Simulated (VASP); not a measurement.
Wanted: the native input for a VASP 6.6.1 run.

* Task: single point
* Functional: PBEsol
* Potentials or basis: VASP PAW PBE potentials, release 64 (F)
* Cutoff: 520 eV
* k mesh: 4 × 4 × 2
* Occupations: gaussian, width 0.05 eV
* Spin: no spin polarisation
* Dipole correction: no
* Further INCAR settings: ALGO = Normal; EDIFF = 1e-06; NBANDS = 22

The structure of F lies in POSCAR:

```
F
1.0
    2.9468168668     -1.8057752945     -0.2272839385
    2.9468168668      1.8057752945     -0.2272839385
   -2.1822163277      0.0000000000      7.2177310154
F
4
Direct
    0.0848459664      0.0848459664      0.0940038325
    0.9151540336      0.9151540336      0.9059961675
    0.5015719855      0.5015719855      0.5937195244
    0.4984280145      0.4984280145      0.4062804756
```

The input as run:

INCAR

```
PREC = Accurate
ENCUT = 520
EDIFF = 1E-6
ISMEAR = 0
SIGMA = 0.05
LREAL = False
LASPH = True
NELM = 60
ALGO = Normal
ISIF = 2
LWAVE = False
LCHARG = False
GGA = PS
NBANDS = 22
```

KPOINTS

```
Automatic mesh
0
Gamma
  4 4 2
```

Potentials or basis: VASP PAW PBE potentials, release 64 (F).

Command:

```console
$ cat potpaw_PBE.64/F/POTCAR > POTCAR
$ mpirun -np 1 vasp_std > vasp.out
```

Results of the run:

```
Pressure               : -0.2 GPa
Largest force          : 0.171 eV/Å
Band gap on the k mesh : 2.89 eV, indirect (least direct gap 2.96 eV)
```

Caveat: the k points lie up to 0.52 Å⁻¹ apart; the PAW data sets were made with another functional, which shifts forces and pressure a little.

Run time: 16 s on 1 thread of Intel(R) Xeon(R) Platinum 8375C CPU @ 2.90GHz (Ice Lake), on a shared host, peak memory 0.19 GiB.
